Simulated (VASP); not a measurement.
# SiO2 (P4_32_12) in VASP: single point with PBE

Aim: the single point of SiO2 with PBE.

Program: VASP 6.6.1. These are calculated values, not measurements. Logs are shortened: lines on timing, memory, paths and dates and some standing lists are left out, and cuts for length are marked.

## (1) The cell of the first run

It takes space group P4_32_12 (No. 96, tetragonal). The conventional cell has a = 4.933 Å, b = 4.933 Å, c = 6.465 Å, α = 90.00°, β = 90.00°, γ = 90.00°. Si (site symmetry 2) has 4 O at 1.63 Å within 2.2 Å. O (site symmetry 1) has 2 Si at 1.63 Å within 2.2 Å.

## (2) Single point, PBE

INCAR

```
SYSTEM = SiO2
ALGO = Normal ; EDIFF = 1E-6
ENCUT = 520 ; GGA = PE
ISIF = 2 ; ISMEAR = -1
LASPH = .True. ; LCHARG = .True.
LELF = .True. ; LREAL = .False.
LVHAR = .True. ; LWAVE = .False.
NBANDS = 44 ; NELM = 60
PREC = Accurate ; SIGMA = 0.02
```

KPOINTS

```
k-points
0
Gamma
  4 4 3
  0 0 0
```

POSCAR

```
SiO2
1.0
    4.9329000000      0.0000000000      0.0000000000
    0.0000000000      4.9329000000      0.0000000000
    0.0000000000      0.0000000000      6.4645000000
Si O
4 8
Direct
    0.8168962330      0.8168962330      0.5000000000
    0.6831037670      0.3168962330      0.2500000000
    0.1831037670      0.1831037670      0.0000000000
    0.3168962330      0.6831037670      0.7500000000
    0.2692597703      0.3636645933      0.7999875025
    0.1363354067      0.7692597703      0.5499875025
    0.7307402297      0.6363354067      0.2999875025
    0.8636645933      0.2307402297      0.0499875025
    0.7692597703      0.1363354067      0.4500124975
    0.6363354067      0.7307402297      0.7000124975
    0.2307402297      0.8636645933      0.9500124975
    0.3636645933      0.2692597703      0.2000124975
```

Potentials or basis: VASP PAW PBE potentials, release 64 (Si, O).

On the command line:

```
> cat potpaw_PBE.64/Si/POTCAR potpaw_PBE.64/O/POTCAR > POTCAR
> mpirun -np 1 vasp_std > vasp.out
```

OUTCAR:

```text
SYSTEM = SiO2
   EDIFF = 1E-6
   ENCUT = 520
   GGA = PE
   ISIF = 2
   ISMEAR = -1
   LASPH = .True.
   LREAL = .False.
   NELM = 60
   PREC = Accurate

 ion  position               nearest neighbor table
   1  0.817  0.817  0.500-   6 1.63   9 1.63   7 1.63  10 1.63   2 3.02   4 3.02   2 3.02   4 3.02

   2  0.683  0.317  0.250-   7 1.63  12 1.63   9 1.63   8 1.63   1 3.02   3 3.02   1 3.02   3 3.02

   3  0.183  0.183  0.000-   8 1.63  11 1.63   5 1.63  12 1.63   2 3.02   4 3.02   4 3.02   2 3.02

   4  0.317  0.683  0.750-   5 1.63  10 1.63   6 1.63  11 1.63   1 3.02   3 3.02   3 3.02   1 3.02

   5  0.269  0.364  0.800-   4 1.63   3 1.63
   6  0.136  0.769  0.550-   1 1.63   4 1.63
   7  0.731  0.636  0.300-   2 1.63   1 1.63
   8  0.864  0.231  0.050-   3 1.63   2 1.63
   9  0.769  0.136  0.450-   1 1.63   2 1.63
  10  0.636  0.731  0.700-   4 1.63   1 1.63
  11  0.231  0.864  0.950-   3 1.63   4 1.63
  12  0.364  0.269  0.200-   2 1.63   3 1.63

  LATTYP: Found a simple tetragonal cell.
 ALAT       =     4.9329000000
 C/A-ratio  =     1.3104867319

  Lattice vectors:

 A1 = (   4.9329000000,   0.0000000000,   0.0000000000)
 A2 = (   0.0000000000,   4.9329000000,   0.0000000000)
 A3 = (   0.0000000000,   0.0000000000,   6.4645000000)

Analysis of symmetry for initial positions (statically):
=====================================================================
 Subroutine PRICEL returns:
 Original cell was already a primitive cell.

 Routine SETGRP: Setting up the symmetry group for a
 simple tetragonal supercell.

 Subroutine GETGRP returns: Found  8 space group operations
 (whereof  2 operations were pure point group operations)
 out of a pool of 16 trial point group operations.

The static configuration has the point symmetry C_2 .
 The point group associated with its full space group is D_4 .

Analysis of symmetry for dynamics (positions and initial velocities):
=====================================================================
 Subroutine PRICEL returns:
 Original cell was already a primitive cell.

 Routine SETGRP: Setting up the symmetry group for a
 simple tetragonal supercell.

 Subroutine GETGRP returns: Found  8 space group operations
 (whereof  2 operations were pure point group operations)
 out of a pool of 16 trial point group operations.

The dynamic configuration has the point symmetry C_2 .
[... 116 lines left out ...]
   TEBEG  =    0.0;   TEEND  =   0.0 temperature during run
   PSTRESS=    0.0 pullay stress
   NELECT =      64.0000    total number of electrons
   NUPDOWN=      -1.0000    fix difference up-down
   EMIN   =  10.00;   EMAX   =-10.00  energy-range for DOS
   EFERMI =   0.00;   METHOD = LEGACY
   ISMEAR =    -1;   SIGMA  =   0.02  broadening in eV -4-tet -1-fermi 0-gaus
   EFERMI_NEDOS =   21; number of points for ismear=-14 and -15
   IALGO  =     38    algorithm
   IMIX   =      4    mixing-type and parameters
     AMIX     =   0.40;   BMIX     =  1.00
     AMIX_MAG =   1.60;   BMIX_MAG =  1.00
  volume/ion in A,a.u.               =      13.11        88.46
  Fermi-wavevector in a.u.,A,eV,Ry     =   1.213077  2.292383 20.021726  1.471555
  Thomas-Fermi vector in A             =   2.348540
   LORBIT       =      0    0 simple, 1 ext, 2 COOP (PROOUT), +10 PAW based schemes
   GGA     = PE    functional components
   LHFCALC =     F    Hartree Fock is set to
   AEXX    =    0.0000 exact exchange contribution
   IVDW    =     0    specifies the selected vdW correction
   LEPSILON=     F    determine dielectric tensor
   LRPA    =     F    only Hartree local field effects (RPA)
 non-spin polarized calculation
  energy-cutoff  :      520.00
  volume of cell :      157.30
 maximum number of plane-waves:      4250
 NGX is ok and might be reduce to    40
   NGX = 19   NGY = 19   NGZ = 25

 number of electron      64.0000002 magnetization

 Free energy of the ion-electron system (eV)
  ---------------------------------------------------
  ext. energy  EPLUGINS =         0.00000000
  ---------------------------------------------------
  free energy    TOTEN  =       -94.65259606 eV

  energy without entropy =      -94.65259606  energy(sigma->0) =      -94.65259606

 E-fermi :   1.3375     XC(G=0):  -8.9913

 val. band max:        0.8502779478   @ k =   0.0000   0.0000   0.0000
 cond. band min:       6.5053282519   @ k =   0.0000   0.0000   0.0000
 fundamental gap:      5.6550503041
 Fermi energy:         1.3374696726

 k-point     1 :       0.0000    0.0000    0.0000
  band No.  band energies     occupation
      1     -18.6398      2.00000
      2     -17.6635      2.00000
      3     -17.6635      2.00000
      4     -16.5234      2.00000
      5     -16.5232      2.00000
      6     -16.5232      2.00000
[... 553 lines left out ...]
     43      11.6752      0.00000
     44      11.6752      0.00000

------------------------ aborting loop because EDIFF is reached ----------------------------------------

  FORCE on cell =-STRESS in cart. coord.  units (eV):
  Direction    XX          YY          ZZ          XY          YZ          ZX
  --------------------------------------------------------------------------------------
  -------------------------------------------------------------------------------------
  Total        2.0796861      2.0796861      4.3755189      0.0000000     -0.0000000      0.0000000
  in kB       21.1820901     21.1820901     44.5656851      0.0000000     -0.0000000      0.0000000
  external PRESSURE =      28.9766217 kB  Pullay stress =       0.0000000 kB

 VOLUME and BASIS-vectors are now :
 -----------------------------------------------------------------------------
  energy-cutoff  :      520.00
  volume of cell :      157.30
      direct lattice vectors                 reciprocal lattice vectors
     4.932900000  0.000000000  0.000000000     0.202720509  0.000000000  0.000000000
     0.000000000  4.932900000  0.000000000     0.000000000  0.202720509  0.000000000
     0.000000000  0.000000000  6.464500000     0.000000000  0.000000000  0.154691005

 POSITION                                       TOTAL-FORCE (eV/Angst)
 -----------------------------------------------------------------------------------
      4.02967      4.02967      3.23225         0.019827      0.019827      0.000000
      3.36968      1.56322      1.61613        -0.019827      0.019827      0.000000
      0.90323      0.90323      0.00000        -0.019827     -0.019827      0.000000
      1.56322      3.36968      4.84837         0.019827     -0.019827      0.000000
      1.32823      1.79392      5.17152        -0.004628      0.007550      0.000631
      0.67253      3.79468      3.55539        -0.007550     -0.004628      0.000631
      3.60467      3.13898      1.93927         0.004628     -0.007550      0.000631
      4.26037      1.13822      0.32314         0.007550      0.004628      0.000631
      3.79468      0.67253      2.90911        -0.004628     -0.007550     -0.000631
      3.13898      3.60467      4.52523        -0.007550      0.004628     -0.000631
      1.13822      4.26037      6.14136         0.004628      0.007550     -0.000631
      1.79392      1.32823      1.29298         0.007550     -0.004628     -0.000631
 -----------------------------------------------------------------------------------
    total drift:                                0.000000     -0.000000      0.000000

  FREE ENERGIE OF THE ION-ELECTRON SYSTEM (eV)
  ---------------------------------------------------
  free  energy   TOTEN  =       -94.6525960569 eV

  energy  without entropy=      -94.6525960569  energy(sigma->0) =      -94.65259606
```

stdout:

```text
POSCAR found type information on POSCAR SiO
 POSCAR found :  2 types and      12 ions
 scaLAPACK will be used
 LDA part: xc-table for (Slater+PW92), standard interpolation
 POSCAR, INCAR and KPOINTS ok, starting setup
 FFT: planning ... GRIDC
 FFT: planning ... GRID_SOFT
 FFT: planning ... GRID
 WAVECAR not read
 entering main loop
```

Run time: 91 s. Hardware: 1 thread of Intel Xeon 6975P-C, shared host; peak memory 0.28 GiB.

What came out:

```yaml
Free_energy: -94.6526 eV
Pressure: 2.9 GPa
Largest_force: 0.028 eV/Å
Band_gap_on_the_k_mesh: 5.66 eV, direct
```

Forces in eV/Å, atoms in the order of the input:
```
Si   0.020  0.020  0.000
Si  -0.020  0.020  0.000
Si  -0.020 -0.020  0.000
Si   0.020 -0.020  0.000
O   -0.005  0.008  0.001
O   -0.008 -0.005  0.001
O    0.005 -0.008  0.001
O    0.008  0.005  0.001
O   -0.005 -0.008 -0.001
O   -0.008  0.005 -0.001
O    0.005  0.008 -0.001
O    0.008 -0.005 -0.001
```

As with any semilocal functional, this PBE gap is likely too small.
